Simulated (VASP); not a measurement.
# Ag: single point with PBEsol

Ag:

```
Ag
1.0
     2.86699    0.00000    0.00000
    -1.43350    2.48289    0.00000
     0.00000    0.00000    4.73774
Ag
2
Direct
  0.33333 0.66667 0.25000
  0.66667 0.33333 0.75000
```

This cell differs from its parent crystal: strain along c alone, the other axes held: +1.0 %.

- Program: VASP 6.6.1
- Task: single point
- Functional: PBEsol
- Potentials or basis: VASP PAW PBE potentials, release 64 (Ag)
- Cutoff: 520 eV
- k mesh: 24 × 24 × 12
- Occupations: gaussian, width 0.1 eV
- Spin: no spin polarisation
- Dipole correction: no
- Further INCAR settings: ALGO = Fast; EDIFF = 1e-07; NBANDS = 18

- Pressure: -1.4 GPa
- Band gap on the k mesh: zero (bands 11 and 12 overlap by 7.53 eV)

Stress tensor (GPa, compression positive):
```
-1.19  0.00  0.00
 0.00 -1.19  0.00
 0.00  0.00 -1.89
```

Levels at points of the mesh, in eV from the Fermi level:
```csv
k point,band 7,band 8,band 9,band 10,band 11,band 12,band 13,band 14,band 15,band 16
"(0.00, 0.00, 0.00)",-4.52,-4.10,-4.10,-3.10,-3.10,-0.60,3.45,15.71,17.34,17.90
"(0.50, 0.00, 0.00)",-3.84,-2.93,-2.92,-2.80,0.08,1.58,6.80,7.07,9.36,10.39
"(0.00, 0.00, 0.50)",-4.64,-4.64,-3.42,-3.42,-3.42,-3.42,10.91,10.91,16.07,16.07
"(0.50, 0.00, 0.50)",-3.16,-3.16,-2.85,-2.85,0.68,0.68,4.63,4.63,13.72,13.72
```

It took 8.5 min on 1 thread of AMD EPYC 7571 (shared host), peak memory 0.29 GiB.

Caveat: the cell differs from its parent crystal (strain along c alone, the other axes held: +1.0 %); the PAW data sets were made with another functional, which shifts forces and pressure a little.
